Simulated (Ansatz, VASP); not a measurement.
Two plane-wave programs on TiO2

The input INCAR:

```
SYSTEM = TiO2
PREC = Accurate
ENCUT = 600
EDIFF = 1E-6
ISMEAR = -1
SIGMA = 0.05
LREAL = .FALSE.
LASPH = .TRUE.
NELM = 120
ALGO = Normal
ISIF = 2
LWAVE = .FALSE.
LCHARG = .FALSE.
GGA = LIBXC
LIBXC1 = GGA_X_B88
LIBXC2 = GGA_C_PBE
NBANDS = 60
GGA_COMPAT = .FALSE.
```

The input KPOINTS:

```
Automatic mesh
0
G
  8 8 4
  0 0 0
```

The input POSCAR:

```
TiO2
1.0
    6.1535771931     -1.8834685000      0.0000000000
    6.1535771931      1.8834685000      0.0000000000
   -1.9283261078      0.0000000000      6.3289668713
Ti O
4 8
Direct
    0.9000710000      0.9000710000      0.2896020000
    0.1952860000      0.1952860000      0.2837620000
    0.0999290000      0.0999290000      0.7103980000
    0.8047140000      0.8047140000      0.7162380000
    0.3619310000      0.3619310000      0.2933970000
    0.2634885000      0.2634885000      0.6525000000
    0.8671885000      0.8671885000      0.9952910000
    0.7365115000      0.7365115000      0.3475000000
    0.9416475000      0.9416475000      0.6300210000
    0.1328115000      0.1328115000      0.0047090000
    0.6380690000      0.6380690000      0.7066030000
    0.0583525000      0.0583525000      0.3699790000
```

The input input.yaml:

```yaml
crystal:
  lattice:
    - [6.1535771931, -1.8834685, 0.0]
    - [6.1535771931, 1.8834685, 0.0]
    - [-1.9283261078, 0.0, 6.3289668713]
  atoms:
    - { symbol: Ti, position: [0.900071, 0.900071, 0.289602] }
    - { symbol: Ti, position: [0.195286, 0.195286, 0.283762] }
    - { symbol: Ti, position: [0.099929, 0.099929, 0.710398] }
    - { symbol: Ti, position: [0.804714, 0.804714, 0.716238] }
    - { symbol: O, position: [0.361931, 0.361931, 0.293397] }
    - { symbol: O, position: [0.2634885, 0.2634885, 0.6525] }
    - { symbol: O, position: [0.8671885, 0.8671885, 0.995291] }
    - { symbol: O, position: [0.7365115, 0.7365115, 0.3475] }
    - { symbol: O, position: [0.9416475, 0.9416475, 0.630021] }
    - { symbol: O, position: [0.1328115, 0.1328115, 0.004709] }
    - { symbol: O, position: [0.638069, 0.638069, 0.706603] }
    - { symbol: O, position: [0.0583525, 0.0583525, 0.369979] }
hamiltonian:
  xc: { exchange: b88, correlation: pbe }
  pseudopotentials: { kind: paw }
kpoints:
  mp_grid: { grid: [8, 8, 4] }
scf:
  occupations: { method: fermi_dirac, width: 0.05 }
output:
  forces: true
  stress: true
  eigenvalues: true
```

Alike in both runs: task single point; functional b88 exchange, pbe correlation; k mesh 8 × 8 × 4; occupations fermi-dirac, width 0.05 eV; no spin polarisation.

|  | VASP | Ansatz |
| --- | --- | --- |
| version | VASP 6.6.1 | Ansatz 0.2.0 |
| potentials or method | VASP PAW PBE potentials, release 64 (Ti_sv, O) | Ansatz PAW |
| plane-wave cutoff (eV) | 600 | 420 |
| valence electrons in the cell | 96 | 96 |

|  | VASP | Ansatz | Ansatz less VASP |
| --- | --- | --- | --- |
| gap on the k mesh at the Fermi level (eV) | 2.72 | 2.75 | +0.022 |
| least direct gap on the mesh (eV) | 2.89 | 2.91 | +0.021 |
| pressure (GPa) | -1.0 | -1.4 | -0.40 |
| traceless stress, the component that is largest in VASP (GPa) | -0.10 | -0.19 | -0.090 |
| rms of the force components (eV/Å) | 0.031 | 0.052 | +0.0211 |

VASP's potentials were made for PBE, not for b88 exchange, pbe correlation. Atom by atom the forces differ by 0.024 eV/Å (rms over components).
